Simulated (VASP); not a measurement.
# BiTe (Fm-3m) in VASP: settings compared, part 2 of 2

VASP 6.6.1. The steps go on from the part before.

## (4) Relaxation of cell and atoms, BLYP

The input, INCAR:

```
PREC = Accurate
ENCUT = 600
EDIFF = 1E-6
ISMEAR = -1
SIGMA = 0.05
LREAL = False
LASPH = True
NELM = 100
ALGO = Normal
ISIF = 3
LWAVE = False
LCHARG = False
GGA = B5
ALDAX = 1.0
AGGAX = 1.0
AGGAC = 1.0
ALDAC = 0.0
IBRION = 2
NSW = 60
EDIFFG = -0.01
```

The input, KPOINTS:

```
regular mesh
0
Gamma
  7 7 7
```

The input, POSCAR:

```
BiTe
1.0
    0.0000000000      3.2350000000      3.2350000000
    3.2350000000      0.0000000000      3.2350000000
    3.2350000000      3.2350000000      0.0000000000
Bi Te
1 1
Direct
    0.0000000000      0.0000000000      0.0000000000
    0.5000000000      0.5000000000      0.5000000000
```

Potentials or basis: VASP PAW PBE potentials, release 64 (Bi_d, Te).

Started as:

```
> cat potpaw_PBE.64/Bi_d/POTCAR potpaw_PBE.64/Te/POTCAR > POTCAR
> mpirun -np 1 vasp_std > vasp.out
```

OUTCAR:

```text
PREC = Accurate
   ENCUT = 600
   EDIFF = 1E-6
   ISMEAR = -1
   LREAL = False
   LASPH = True
   NELM = 100
   ISIF = 3
   GGA = B5
   IBRION = 2
   NSW = 60
   EDIFFG = -0.01

 ion  position               nearest neighbor table
   1  0.000  0.000  0.000-   2 3.23   2 3.23   2 3.23   2 3.23   2 3.23   2 3.23
   2  0.500  0.500  0.500-   1 3.23   1 3.23   1 3.23   1 3.23   1 3.23   1 3.23

  LATTYP: Found a face centered cubic cell.
 ALAT       =     6.4700000000

  Lattice vectors:

 A1 = (   0.0000000000,   3.2350000000,   3.2350000000)
 A2 = (   3.2350000000,   0.0000000000,   3.2350000000)
 A3 = (   3.2350000000,   3.2350000000,   0.0000000000)

Analysis of symmetry for initial positions (statically):
=====================================================================
 Subroutine PRICEL returns:
 Original cell was already a primitive cell.

 Routine SETGRP: Setting up the symmetry group for a
 face centered cubic supercell.

 Subroutine GETGRP returns: Found 48 space group operations
 (whereof 48 operations were pure point group operations)
 out of a pool of 48 trial point group operations.

The static configuration has the point symmetry O_h .

Analysis of symmetry for dynamics (positions and initial velocities):
=====================================================================
 Subroutine PRICEL returns:
 Original cell was already a primitive cell.

 Routine SETGRP: Setting up the symmetry group for a
 face centered cubic supercell.

 Subroutine GETGRP returns: Found 48 space group operations
 (whereof 48 operations were pure point group operations)
 out of a pool of 48 trial point group operations.

The dynamic configuration has the point symmetry O_h .

 Subroutine INISYM returns: Found 48 space group operations
 (whereof 48 operations are pure point group operations),
 and found     1 'primitive' translations

----------------------------------------------------------------------------------------

                                     Primitive cell

  volume of cell :      67.7100

  direct lattice vectors                    reciprocal lattice vectors
     0.000000000  3.235000000  3.235000000    -0.154559505  0.154559505  0.154559505
     3.235000000  0.000000000  3.235000000     0.154559505 -0.154559505  0.154559505
     3.235000000  3.235000000  0.000000000     0.154559505  0.154559505 -0.154559505

  length of vectors
     4.574980874  4.574980874  4.574980874     0.267704916  0.267704916  0.267704916

  position of ions in fractional coordinates (direct lattice)
     0.000000000  0.000000000  0.000000000
     0.500000000  0.500000000  0.500000000

  ion indices of the primitive-cell ions
   primitive index   ion index
                 1           1
                 2           2

----------------------------------------------------------------------------------------

 KPOINTS: regular mesh

Automatic generation of k-mesh.
 Grid dimensions read from file:
 generate k-points for:    7    7    7

 Generating k-lattice:

  Cartesian coordinates                     Fractional coordinates (reciprocal lattice)
    -0.022079929  0.022079929  0.022079929     0.142857143  0.000000000  0.000000000
     0.022079929 -0.022079929  0.022079929     0.000000000  0.142857143  0.000000000
     0.022079929  0.022079929 -0.022079929     0.000000000  0.000000000  0.142857143
[... 40 lines left out ...]
   NGX,Y,Z   is equivalent  to a cutoff of  14.54, 14.54, 14.54 a.u.
   NGXF,Y,Z  is equivalent  to a cutoff of  29.07, 29.07, 29.07 a.u.
 SYSTEM =  unknown system
   PREC   = accura    normal or accurate (medium, high low for compatibility)
   ISTART =      0    job   : 0-new  1-cont  2-samecut
   ICHARG =      2    charge: 1-file 2-atom 10-const
   ISPIN  =      1    spin polarized calculation?
   LNONCOLLINEAR =      F non collinear calculations
   LSORBIT =      F    spin-orbit coupling
   LASPH  =      T    aspherical Exc in radial PAW
   ENCUT  =  600.0 eV  44.10 Ry    6.64 a.u.   9.14  9.14  9.14*2*pi/ulx,y,z
   NELM   =    100;   NELMIN=  2; NELMDL= -5     # of ELM steps
   EDIFF  = 0.1E-05   stopping-criterion for ELM
   LREAL  =      F    real-space projection
   EDIFFG = -.1E-01   stopping-criterion for IOM
   NSW    =     60    number of steps for IOM
   IBRION =      2    ionic relax: 0-MD 1-quasi-New 2-CG
   NFREE  =      1    steps in history (QN), initial steepest desc. (CG)
   ISIF   =      3    stress and relaxation
   ISYM   =      2    0-nonsym 1-usesym 2-fastsym
   POTIM  = 0.5000    time-step for ionic-motion
   TEBEG  =    0.0;   TEEND  =   0.0 temperature during run
   PSTRESS=    0.0 pullay stress
   NELECT =      21.0000    total number of electrons
   NUPDOWN=      -1.0000    fix difference up-down
   EMIN   =  10.00;   EMAX   =-10.00  energy-range for DOS
   EFERMI =   0.00;   METHOD = LEGACY
   ISMEAR =    -1;   SIGMA  =   0.05  broadening in eV -4-tet -1-fermi 0-gaus
   EFERMI_NEDOS =   21; number of points for ismear=-14 and -15
   IALGO  =     38    algorithm
   IMIX   =      4    mixing-type and parameters
     AMIX     =   0.40;   BMIX     =  1.00
     AMIX_MAG =   1.60;   BMIX_MAG =  1.00
  volume/ion in A,a.u.               =      33.86       228.46
  Fermi-wavevector in a.u.,A,eV,Ry     =   1.108146  2.094092 16.707785  1.227988
  Thomas-Fermi vector in A             =   2.244669
   LORBIT       =      0    0 simple, 1 ext, 2 COOP (PROOUT), +10 PAW based schemes
   GGA     = B5    functional components
   LHFCALC =     F    Hartree Fock is set to
   AEXX    =    0.0000 exact exchange contribution
   IVDW    =     0    specifies the selected vdW correction
   LEPSILON=     F    determine dielectric tensor
   LRPA    =     F    only Hartree local field effects (RPA)
 conjugate gradient relaxation of ions
 non-spin polarized calculation
  energy-cutoff  :      600.00
  volume of cell :       67.71
 maximum number of plane-waves:      2281
 NGX is ok and might be reduce to    40
   NGX = 19   NGY = 19   NGZ = 19

--------------------------------------- Ionic step        1  -------------------------------------------

 number of electron      21.0000002 magnetization

 Free energy of the ion-electron system (eV)
  ---------------------------------------------------
  ext. energy  EPLUGINS =         0.00000000
  ---------------------------------------------------
  free energy    TOTEN  =        -5.80979302 eV

  energy without entropy =       -5.78973298  energy(sigma->0) =       -5.79976300

------------------------ aborting loop because EDIFF is reached ----------------------------------------

  FORCE on cell =-STRESS in cart. coord.  units (eV):
  Direction    XX          YY          ZZ          XY          YZ          ZX
  --------------------------------------------------------------------------------------
  -------------------------------------------------------------------------------------
  Total        1.9806184      1.9806184      1.9806184      0.0000000      0.0000000     -0.0000000
  in kB       46.8660693     46.8660693     46.8660693      0.0000000      0.0000000     -0.0000000
  external PRESSURE =      46.8660693 kB  Pullay stress =       0.0000000 kB
[... 23 lines left out ...]
--------------------------------------- Ionic step        2  -------------------------------------------

 number of electron      21.0000003 magnetization

 E-fermi :   5.5002     XC(G=0):  -8.2120

 val. band max:        5.4668099027   @ k =  -0.4286   0.1429   0.0000
 cond. band min:       5.5467698451   @ k =  -0.2857   0.4286   0.1429
 fundamental gap:      0.0799599424
 Fermi energy:         5.5002454066

 k-point     1 :       0.0000    0.0000    0.0000
  band No.  band energies     occupation
      1     -17.5327      2.00000
      2     -17.5327      2.00000
      3     -17.5313      2.00000
      4     -17.5313      2.00000
      5     -17.5313      2.00000
      6      -7.1609      2.00000
      7      -3.1643      2.00000
      8       3.2959      2.00000
      9       3.2959      2.00000
     10       3.2959      2.00000
     11       7.2907      0.00000
     12       7.2907      0.00000
     13       7.2907      0.00000
     14      10.5947      0.00000
[... 356 lines left out ...]
--------------------------------------- Ionic step        3  -------------------------------------------

 number of electron      21.0000000 magnetization

 Free energy of the ion-electron system (eV)
  ---------------------------------------------------
  ext. energy  EPLUGINS =         0.00000000
  ---------------------------------------------------
  free energy    TOTEN  =        -5.90372171 eV

  energy without entropy =       -5.88466579  energy(sigma->0) =       -5.89419375

 E-fermi :   5.9677     XC(G=0):  -8.3833

 val. band max:        5.9470748423   @ k =  -0.4286   0.1429   0.0000
 cond. band min:       6.0060566173   @ k =  -0.4286   0.1429   0.0000
 fundamental gap:      0.0589817749
 Fermi energy:         5.9676904383

 k-point     1 :       0.0000    0.0000    0.0000
  band No.  band energies     occupation
      1     -17.0841      2.00000
      2     -17.0841      2.00000
      3     -17.0811      2.00000
      4     -17.0811      2.00000
      5     -17.0811      2.00000
      6      -6.9439      2.00000
      7      -2.5858      2.00000
      8       3.6524      2.00000
      9       3.6524      2.00000
     10       3.6524      2.00000
     11       7.8376      0.00000
     12       7.8376      0.00000
     13       7.8376      0.00000
     14      10.9958      0.00000
[... 350 lines left out ...]
  FREE ENERGIE OF THE ION-ELECTRON SYSTEM (eV)
  ---------------------------------------------------
  free  energy   TOTEN  =        -5.9037217057 eV

  energy  without entropy=       -5.8846657945  energy(sigma->0) =       -5.89419375

 reached required accuracy - stopping structural energy minimisation
```

CONTCAR:

```text
BiTe
   1.00000000000000
     0.0000000000000000    3.3429324049330651    3.3429324049330651
     3.3429324049330651    0.0000000000000000    3.3429324049330651
     3.3429324049330651    3.3429324049330651   -0.0000000000000000
  Bi              Te
     1     1
Direct
     0.0000000000000000    0.0000000000000000    0.0000000000000000
     0.5000000000000000    0.5000000000000000    0.5000000000000000

  0.00000000E+00  0.00000000E+00  0.00000000E+00
  0.00000000E+00  0.00000000E+00  0.00000000E+00
```

Wall time 74 s (1 thread of Intel Xeon Platinum 8488C (Sapphire Rapids), shared host); peak memory 0.25 GiB.

Results:

```
Free energy                            : -5.9037 eV
Relaxed volume                         : 37.36 Å³/atom
Relaxed cell                           : a = 4.728 Å, b = 4.728 Å, c = 4.728 Å, α = 60.00°, β = 60.00°, γ = 60.00°
Space group after relaxing (to 0.05 Å) : Fm-3m (No. 225)
Energy gained by relaxing              : 47.0 meV/atom
Ionic steps                            : 3
Pressure after relaxing                : 0.0 GPa
```

The path:
| step | energy change (eV) | largest force (eV/Å) | pressure (GPa) | volume (Å³) |
| --- | --- | --- | --- | --- |
| 1 | 0.0000 | 0.0000 | 4.69 | 67.71 |
| 2 | -0.0794 | 0.0000 | -1.43 | 77.89 |
| 3 | -0.0939 | 0.0000 | 0.01 | 74.72 |

Final structure:
```
Bi Te
1.0
     0.00000    3.34293    3.34293
     3.34293    0.00000    3.34293
     3.34293    3.34293    0.00000
Bi Te
1 1
Direct
  0.00000 0.00000 0.00000
  0.50000 0.50000 0.50000
```

Caveat: the PAW data sets were made with another functional, which shifts forces and pressure a little; spin-orbit coupling is left out, which moves the levels of the heavy elements; the volume moved by +10 % from the deposited cell, more than functionals usually miss. Zero-point motion and thermal expansion aren't in these numbers.

## (5) Summary

```tsv
level	gap on the mesh (eV)	pressure (GPa)	relaxed volume (Å³/atom)
RPBE	none	0.0	35.47
revPBE	none	0.0	35.18
BLYP	none	0.0	37.36
```

Alike in all rows: task relaxation of cell and atoms; potentials or basis VASP PAW PBE potentials, release 64 (Bi_d, Te); no spin polarisation; cell relaxed; k mesh 7 × 7 × 7; cutoff (eV) 600; smearing fermi-dirac 0.05 eV.

Caveats: the PAW data sets were made with another functional, which shifts forces and pressure a little; spin-orbit coupling is left out, which moves the levels of the heavy elements; the volume moved by +10 % from the deposited cell, more than functionals usually miss (some runs).

Absolute energies hang on the potentials; compare differences alone.
